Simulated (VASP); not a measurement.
Crystal: AlO2.

```
Al O
1.0
     1.48816   -5.40283    0.00000
     1.48816    5.40283    0.00000
     0.00000    0.00000    3.64661
Al O
2 4
Cartesian
  1.4882 -1.8168 2.7350
  1.4882 1.8168 0.9117
  1.4882 4.7429 2.7350
  1.4882 -4.7429 0.9117
  1.4882 2.2240 2.7350
  1.4882 -2.2240 0.9117
```

- Program: VASP 6.6.1
- Task: relaxation of cell and atoms
- Functional: PBE
- Potentials or basis: VASP PAW PBE potentials, release 64 (Al, O)
- Cutoff: 600 eV
- k mesh: 9 × 9 × 7
- Occupations: fermi-dirac, width 0.05 eV
- Spin: no spin polarisation

At the start: pressure -1.5 GPa; volume 9.77 Å³/atom.

Problem. Where does the relaxation end?

Solution. Over 19 steps the energy falls by 121.1 meV/atom and the volume is 8.83 Å³/atom (-9.6 %); space group Cmcm (No. 63, to 0.1 Å) before and after.

Step by step:
| step | energy change (eV) | largest force (eV/Å) | pressure (GPa) | volume (Å³) |
| --- | --- | --- | --- | --- |
| 1 | 0.0000 | 0.6979 | -1.54 | 58.64 |
| 2 | -0.0653 | 0.8996 | -1.01 | 57.84 |
| 3 | -0.3030 | 1.4603 | 0.86 | 55.49 |
| 4 | -0.5163 | 1.0534 | 7.02 | 50.95 |
| 5 | -0.5369 | 1.0529 | 4.32 | 52.53 |
| 6 | -0.5471 | 0.9311 | 5.21 | 51.96 |
| 7 | -0.5667 | 0.8796 | 5.01 | 51.83 |
| 8 | -0.5946 | 0.7087 | 4.66 | 51.45 |
| 9 | -0.6153 | 0.6271 | 4.06 | 51.62 |
| 10 | -0.6651 | 0.3878 | 2.39 | 52.12 |
| 11 | -0.7128 | 0.2313 | -0.47 | 53.13 |
| 12 | -0.7146 | 0.2261 | -1.10 | 53.37 |
| 13 | -0.7191 | 0.1686 | -0.72 | 53.28 |
| 14 | -0.7244 | 0.1677 | 0.29 | 53.03 |
| 15 | -0.7254 | 0.1184 | 0.05 | 53.06 |
| 16 | -0.7262 | 0.0239 | -0.37 | 53.10 |
| 17 | -0.7264 | 0.0159 | -0.09 | 53.03 |
| 18 | -0.7264 | 0.0185 | 0.04 | 52.99 |
| 19 | -0.7264 | 0.0044 | 0.02 | 52.99 |

Final structure:
```
Al O
1.0
     1.46857   -4.98286    0.00000
     1.46857    4.98286    0.00000
     0.00000    0.00000    3.62053
Al O
2 4
Direct
  0.66225 0.33775 0.75000
  0.33775 0.66225 0.25000
  0.02970 0.97029 0.75000
  0.97029 0.02970 0.25000
  0.29464 0.70536 0.75000
  0.70536 0.29464 0.25000
```
